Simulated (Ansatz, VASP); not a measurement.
# One calculation of LiH, two programs

```
Li H
1.0
     0.00000    2.07315    2.03250
     2.03250    0.00000    2.03250
     2.03250    2.07315    0.00000
Li H
1 1
Direct
  0.00000 0.00000 0.00000
  0.50000 0.50000 0.50000
```

Change from the starting cell: strain +0.0200 x Voigt [0, 1, 0, 0, 0, 0], atoms carried along.

Alike in both runs: task single point; functional LDA; k mesh 10 × 10 × 10; occupations gaussian, width 0.05 eV; no spin polarisation.

```csv
,VASP,Ansatz
version,VASP 6.6.1,Ansatz 0.2.0
potentials or method,"VASP PAW LDA potentials, release 64 (Li_sv, H), cutoff 520 eV","scalar-relativistic, plane waves, PAW"
valence electrons in the cell,4,4
```

```csv
,VASP,Ansatz,Ansatz less VASP
gap on the k mesh at the Fermi level (eV),2.44,2.45,+0.008
least direct gap on the mesh (eV),2.60,2.60,+0.008
```

LDA's correlation is that of Perdew and Zunger in VASP and of Perdew and Wang (1992) in Ansatz.

Noted on VASP's run: the cutoff is short for stress, so the pressure is rough.
